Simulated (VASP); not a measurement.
Input of a VASP 6.6.1 run:

File INCAR:

```
SYSTEM = Tl
PREC = Accurate ; ENCUT = 520
EDIFF = 1E-6 ; ISMEAR = -1
SIGMA = 0.03 ; LREAL = .FALSE.
LASPH = .TRUE. ; NELM = 80
ALGO = Normal ; ISIF = 2
LWAVE = .FALSE. ; LCHARG = .FALSE.
GGA = PE ; NBANDS = 12
```

File KPOINTS:

```
regular mesh
0
G
  13 13 13
  0 0 0
```

The input POSCAR:

```
Tl
1.0
   -1.9689491614      1.9689491614      1.9689491614
    1.9689491614     -1.9689491614      1.9689491614
    1.9689491614      1.9689491614     -1.9689491614
Tl
1
Direct
    0.0000000000      0.0000000000      0.0000000000
```

Potentials or basis: VASP PAW PBE potentials, release 64 (Tl_d).

Launch:

```sh
$ cat potpaw_PBE.64/Tl_d/POTCAR > POTCAR
$ mpirun -np 1 vasp_std > vasp.out
```

**Question.** Predict the pressure.

**Answer.** 0.8 GPa.
